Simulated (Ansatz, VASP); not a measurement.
AlCo in VASP and in Ansatz

The input INCAR:

```
ALGO = Normal ; EDIFF = 1E-7
ENCUT = 520 ; GGA = PS
ISIF = 2 ; ISMEAR = 0
LASPH = True ; LCHARG = False
LREAL = False ; LWAVE = False
NBANDS = 13 ; NELM = 80
PREC = Accurate ; SIGMA = 0.15
```

The input KPOINTS:

```
k-points
0
Gamma
  16 16 16
```

POSCAR

```
AlCo
1.0
    2.9321793384      0.0000000000      0.0000000000
    0.0000000000      2.9321793384      0.0000000000
    0.0000000000      0.0000000000      2.8194032100
Al Co
1 1
Direct
    0.0000000000      0.0000000000      0.0000000000
    0.5000000000      0.5000000000      0.5000000000
```

Input for Ansatz:

```yaml
crystal:
  lattice:
    - [2.9321793384, 0.0, 0.0]
    - [0.0, 2.9321793384, 0.0]
    - [0.0, 0.0, 2.81940321]
  atoms:
    - { symbol: Al, position: [0.0, 0.0, 0.0] }
    - { symbol: Co, position: [0.5, 0.5, 0.5] }
basis:
  ecutwfc: 420
kpoints:
  mp_grid: { grid: [16, 16, 16] }
hamiltonian:
  xc: pbesol
scf:
  occupations: { method: gaussian, width: 0.15 }
output:
  forces: true
  stress: true
  eigenvalues: true
```

Change from the starting cell: strain +0.040 along x and y, +0.000 along z, atoms carried along.

Alike in both runs: task single point; functional PBEsol; k mesh 16 × 16 × 16; occupations gaussian, width 0.15 eV; no spin polarisation.

```csv
,VASP,Ansatz
version,VASP 6.6.1,Ansatz 0.2.0
potentials or method,"VASP PAW PBE potentials, release 64 (Al, Co), cutoff 520 eV","scalar-relativistic, plane waves, PAW"
valence electrons in the cell,12,20
```

VASP gave:

| Item | Value |
| --- | --- |
| gap on the k mesh at the Fermi level (eV) | none |
| pressure (GPa) | -12.0 |
| traceless stress, the component that is largest in VASP (GPa) | 4.21 |

Task: What did Ansatz give for the same quantities?

Result: gap on the k mesh at the Fermi level (eV): none; pressure (GPa): -12.1; traceless stress, the component that is largest in VASP (GPa): 4.20.

VASP's potentials were made for PBE, not for PBEsol. A gap of «none» marks a metal or a gap that the smearing closes. VASP's potentials hold 12 valence electrons a cell and Ansatz's 20, so a difference there can come from the potentials and not from the codes.
